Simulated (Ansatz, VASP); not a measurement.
# One calculation of CuO, two programs

File INCAR:

```
  ALGO = Normal
  EDIFF = 1E-6
  EDIFFG = -0.01
  ENCUT = 600
  GGA = RE
  IBRION = 2
  ISIF = 3
  ISMEAR = -1
  LASPH = True
  LCHARG = False
  LREAL = False
  LWAVE = False
  NELM = 100
  NSW = 60
  PREC = Accurate
  SIGMA = 0.05
```

KPOINTS

```
k-points
0
Gamma
  9 9 5
```

POSCAR

```
CuO
1.0
    1.9909680000     -2.1535500000      0.0000000000
    1.9909680000      2.1535500000      0.0000000000
    0.0000000000      0.0000000000      5.1559280000
Cu O
2 2
Direct
    0.5000000000      0.0000000000      0.0000000000
    0.0000000000      0.5000000000      0.5000000000
    0.5000000000      0.5000000000      0.2500000000
    0.5000000000      0.5000000000      0.7500000000
```

Contents of input.yaml:

```yaml
crystal:
  lattice:
    - [1.990968, -2.15355, 0.0]
    - [1.990968, 2.15355, 0.0]
    - [0.0, 0.0, 5.155928]
  atoms:
    - { symbol: Cu, position: [0.5, 0.0, 0.0] }
    - { symbol: Cu, position: [0.0, 0.5, 0.5] }
    - { symbol: O, position: [0.5, 0.5, 0.25] }
    - { symbol: O, position: [0.5, 0.5, 0.75] }
hamiltonian:
  xc: revpbe
  pseudopotentials: { kind: paw }
kpoints:
  mp_grid: { grid: [9, 9, 5] }
scf:
  occupations: { method: fermi_dirac, width: 0.05 }
output:
  forces: true
  stress: true
  eigenvalues: true
  write_density: true
  write_potential: true
  elf: true
  volumetric_format: npy
relax:
  f_tol: 0.01
  max_steps: 40
  cell: { stress_tol: 0.05 }
```

Alike in both runs: task relaxation of cell and atoms; functional revPBE; k mesh 9 × 9 × 5; occupations fermi-dirac, width 0.05 eV; no spin polarisation.

|  | VASP | Ansatz |
| --- | --- | --- |
| version | VASP 6.6.1 | Ansatz 0.2.0 |
| potentials or method | VASP PAW PBE potentials, release 64 (Cu, O) | Ansatz PAW |
| plane-wave cutoff (eV) | 600 | 420 |
| valence electrons in the cell | 34 | 50 |

```tsv
	VASP	Ansatz	Ansatz less VASP
gap on the k mesh at the Fermi level, each at its own relaxed structure (eV)	none	none	-
relaxed volume (Å³/atom)	11.55	11.49	-0.053
relaxed length of the cell vector where the two differ most in proportion (Å)	5.191	5.180	-0.0110
```

VASP's potentials were made for PBE, not for revPBE. A gap of «none» marks a metal or a gap that the smearing closes. VASP's potentials hold 34 valence electrons a cell and Ansatz's 50, so a difference there can come from the potentials and not from the codes.

Noted on Ansatz's run: the plane-wave basis is chosen anew once the cell has moved, so the energies of steps on either side of that aren't comparable.
